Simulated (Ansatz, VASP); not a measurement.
## K in VASP and in Ansatz

POSCAR

```
K
1.0
    0.0000000000      3.2779585094      3.2779585094
    3.2779585094      0.0000000000      3.2779585094
    3.2779585094      3.2779585094      0.0000000000
K
1
Direct
    0.0000000000      0.0000000000      0.0000000000
```

File INCAR.step1:

```
SYSTEM = K
PREC = Accurate
ENCUT = 520
ISMEAR = -1
SIGMA = 0.1
LREAL = .False.
LASPH = .True.
NELM = 60
NBANDS = 10
GGA = PE
ALGO = Normal
EDIFF = 1E-4
LWAVE = .True.
LCHARG = .False.
```

The input INCAR.step2:

```
SYSTEM = K
PREC = Accurate
ENCUT = 520
EDIFF = 1E-7
ISMEAR = -1
SIGMA = 0.1
LREAL = .False.
LASPH = .True.
NELM = 60
ALGO = Normal
ISIF = 2
LWAVE = .False.
LCHARG = .False.
METAGGA = R2SCAN
LMIXTAU = .True.
NBANDS = 10
ISTART = 1
```

KPOINTS

```
regular mesh
0
Gamma
  9 9 9
  0 0 0
```

Input for Ansatz:

```yaml
crystal:
  lattice:
    - [0.0, 3.2779585094, 3.2779585094]
    - [3.2779585094, 0.0, 3.2779585094]
    - [3.2779585094, 3.2779585094, 0.0]
  atoms:
    - { symbol: K, position: [0.0, 0.0, 0.0] }
hamiltonian:
  xc: r2scan
  pseudopotentials:
    kind: paw
    azcp:
      K: "pseudopotentials/K.paw.azcp"
basis:
  ecutwfc: 500
  fft_grid_basis: typed
kpoints:
  mp_grid: { grid: [9, 9, 9], shift: [0, 0, 0] }
magnetization:
  spin_polarized: false
scf:
  occupations: { method: fermi_dirac, width: 0.1 }
  lower_state_search: "off"
output:
  stress: true
```

Alike in both runs: task single point; functional r2SCAN; k mesh 9 × 9 × 9; occupations fermi-dirac, width 0.1 eV; no spin polarisation.

```csv
,VASP,Ansatz
version,VASP 6.6.1,Ansatz 0.2.0
potentials or method,"VASP PAW PBE potentials, release 64 (K_sv), cutoff 520 eV","plane waves (500 eV) with PAW, scalar-relativistic"
valence electrons in the cell,9,9
```

|  | VASP | Ansatz | Ansatz less VASP |
| --- | --- | --- | --- |
| pressure (GPa) | 0.3 | 0.4 | +0.02 |

VASP's potentials were made for PBE, not for r2SCAN.
